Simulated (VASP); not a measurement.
Input of a VASP 6.6.1 run:

The input POSCAR:

```
C
1.0
    2.0985843190     -1.2115936435     -0.0131121881
    2.0985843190      1.2115936435     -0.0131121881
   -1.3820314944      0.0000000000      2.8334508184
C
2
Direct
    0.8337133286      0.8337133286      0.0011548540
    0.1662866714      0.1662866714      0.9988451460
```

The input INCAR.step1:

```
SYSTEM = C
PREC = Accurate
ENCUT = 660
ISMEAR = -1
SIGMA = 0.1
LREAL = .False.
LASPH = .True.
NELM = 120
NBANDS = 11
GGA = PE
ALGO = Normal
EDIFF = 1E-5
LWAVE = .True.
LCHARG = .False.
GGA_COMPAT = .False.
```

The input INCAR.step2:

```
SYSTEM = C
PREC = Accurate
ENCUT = 660
EDIFF = 1E-6
ISMEAR = -1
SIGMA = 0.1
LREAL = .False.
LASPH = .True.
NELM = 120
ALGO = Normal
ISIF = 2
LWAVE = .False.
LCHARG = .True.
METAGGA = R2SCAN
LMIXTAU = .True.
LELF = .True.
LVHAR = .True.
NBANDS = 11
ISTART = 1
GGA_COMPAT = .False.
```

KPOINTS

```
Automatic mesh
0
Gamma
  13 13 8
  0 0 0
```

Potentials or basis: VASP PAW PBE potentials, release 64 (C).

Command:

```sh
$ cat potpaw_PBE.64/C/POTCAR > POTCAR
$ cp INCAR.step1 INCAR
$ mpirun -np 1 vasp_std > vasp.out
$ cp INCAR.step2 INCAR
$ mpirun -np 1 vasp_std > vasp.out
```

Estimate the pressure.

20.1 GPa.

Stress tensor (GPa, compression positive):
```
20.42  0.00 -0.01
 0.00 20.42  0.00
-0.01  0.00 19.35
```

Caveat: the cell stands under pressure; the PAW data sets were made with another functional, which shifts forces and pressure a little.
